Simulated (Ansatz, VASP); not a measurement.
## One calculation of Mg5Se, two programs

```
Mg Se
1.0
     0.00000    4.03190    4.03190
     4.03190    0.00000    4.03190
     4.03190    4.03190    0.00000
Mg Se
5 1
Direct
  0.00000 0.00000 0.00000
  0.38669 0.38669 0.38669
  0.38669 0.38669 0.83992
  0.38669 0.83992 0.38669
  0.83992 0.38669 0.38669
  0.25000 0.25000 0.25000
```

Alike in both runs: task single point; functional PBE; k mesh 4 × 4 × 4; occupations gaussian, width 0.1 eV; no spin polarisation.

```csv
,VASP,Ansatz
version,VASP 6.6.1,Ansatz 0.2.0
potentials or method,"VASP PAW PBE potentials, release 64 (Mg, Se), cutoff 520 eV","scalar-relativistic, plane waves, PAW"
valence electrons in the cell,16,66
```

```csv
,VASP,Ansatz,Ansatz less VASP
gap on the k mesh at the Fermi level (eV),none,none,-
rms of the force components (eV/Å),4.434,4.319,-0.1146
```

Atom by atom the forces differ by 0.115 eV/Å (rms over components). A gap of «none» marks a metal or a gap that the smearing closes. VASP's potentials hold 16 valence electrons a cell and Ansatz's 66, so a difference there can come from the potentials and not from the codes.
